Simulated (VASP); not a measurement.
A run of VASP 6.6.1 is set up as follows.

Contents of INCAR:

```
ALGO = Normal ; EDIFF = 1E-6
ENCUT = 520 ; GGA = PE
ISIF = 2 ; ISMEAR = 0
LASPH = True ; LCHARG = False
LREAL = False ; LWAVE = False
NBANDS = 68 ; NELM = 80
PREC = Accurate ; SIGMA = 0.15
```

The input KPOINTS:

```
k-points
0
Gamma
  3 3 2
```

The input POSCAR:

```
Zn2SnO3
1.0
    5.5384565678      0.0000000000      0.0000000000
   -2.7692282839      4.7964440854      0.0000000000
    0.0000000000      0.0000000000      6.2805375356
Zn Sn O
4 2 6
Direct
    0.0000000000      0.0000000000      0.5000000000
    0.6666666667      0.3333333333      0.2748302617
    0.3333333333      0.6666666667      0.7251697383
    0.0000000000      0.0000000000      0.0000000000
    0.3333333333      0.6666666667      0.1582820004
    0.6666666667      0.3333333333      0.8417179996
    0.0054873687      0.2975402864      0.2829175547
    0.7024597136      0.7079470823      0.2829175547
    0.2920529177      0.9945126313      0.2829175547
    0.7079470823      0.0054873687      0.7170824453
    0.9945126313      0.7024597136      0.7170824453
    0.2975402864      0.2920529177      0.7170824453
```

Potentials or basis: VASP PAW PBE potentials, release 64 (Zn, Sn_d, O).

The run is started by

```console
$ cat potpaw_PBE.64/Zn/POTCAR potpaw_PBE.64/Sn_d/POTCAR potpaw_PBE.64/O/POTCAR > POTCAR
$ mpirun -np 1 vasp_std > vasp.out
```

Problem. What does it give for the largest force?

Solution. 0.104 eV/Å.

Problem. What does it give for the band gap on the k mesh?

Solution. 0.93 eV (least direct gap 1.07 eV).

Forces on the atoms (eV/Å):
```
Zn   0.000  0.000  0.000
Zn   0.000  0.000 -0.072
Zn   0.000  0.000  0.072
Zn   0.000  0.000  0.000
Sn   0.000  0.000 -0.104
Sn   0.000  0.000  0.104
O   -0.041 -0.046 -0.047
O    0.060 -0.013 -0.047
O   -0.019  0.058 -0.047
O    0.019 -0.058  0.047
O    0.041  0.046  0.047
O   -0.060  0.013  0.047
```

Caveat: the k points lie up to 0.50 Å⁻¹ apart; spin-orbit coupling is left out, which moves the levels of the heavy elements. A k mesh can miss the band edges.
